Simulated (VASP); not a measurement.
Here is a VASP 6.6.1 calculation.

INCAR

```
SYSTEM = Mo3Se4
  PREC = Accurate
  ENCUT = 520
  EDIFF = 1E-6
  ISMEAR = -1
  SIGMA = 0.1
  LREAL = .False.
  LASPH = .True.
  NELM = 80
  ALGO = Normal
  ISIF = 2
  LWAVE = .False.
  LCHARG = .True.
  GGA = CA
  LELF = .True.
  LVHAR = .True.
  NBANDS = 79
```

KPOINTS

```
regular mesh
0
Gamma
  4 4 4
  0 0 0
```

Contents of POSCAR:

```
Mo3Se4
1.0
    4.7007863085      2.7140002406      3.6849911679
   -4.7007863085      2.7140002406      3.6849911679
    0.0000000000     -5.4280004813      3.6849911679
Mo Se
6 8
Direct
    0.2210023752      0.4136074847      0.5465662921
    0.5465662921      0.2210023752      0.4136074847
    0.4136074847      0.5465662921      0.2210023752
    0.7789976248      0.5863925153      0.4534337079
    0.4534337079      0.7789976248      0.5863925153
    0.5863925153      0.4534337079      0.7789976248
    0.3790203089      0.1271804632      0.7479410357
    0.7479410357      0.3790203089      0.1271804632
    0.1271804632      0.7479410357      0.3790203089
    0.6209796911      0.8728195368      0.2520589643
    0.2520589643      0.6209796911      0.8728195368
    0.8728195368      0.2520589643      0.6209796911
    0.2131862221      0.2131862221      0.2131862221
    0.7868137779      0.7868137779      0.7868137779
```

Potentials or basis: VASP PAW LDA potentials, release 64 (Mo_sv, Se).

Run with:

```bash
$ cat potpaw_LDA.64/Mo_sv/POTCAR potpaw_LDA.64/Se/POTCAR > POTCAR
$ mpirun -np 1 vasp_std > vasp.out
```

Question: What does it give for the pressure?

Answer: 0.6 GPa.

Question: What does it give for the largest force?

Answer: 0.081 eV/Å.

Question: Estimate the band gap on the k mesh.

Answer: Zero (bands 66 and 67 overlap by 0.10 eV).

Forces on the atoms (eV/Å):
```
Mo  -0.028 -0.043 -0.020
Mo   0.052 -0.003 -0.020
Mo  -0.023  0.046 -0.020
Mo   0.028  0.043  0.020
Mo  -0.052  0.003  0.020
Mo   0.023 -0.046  0.020
Se   0.007 -0.057 -0.005
Se   0.046  0.035 -0.005
Se  -0.053  0.022 -0.005
Se  -0.007  0.057  0.005
Se  -0.046 -0.035  0.005
Se   0.053 -0.022  0.005
Se   0.000  0.000 -0.081
Se   0.000  0.000  0.081
```
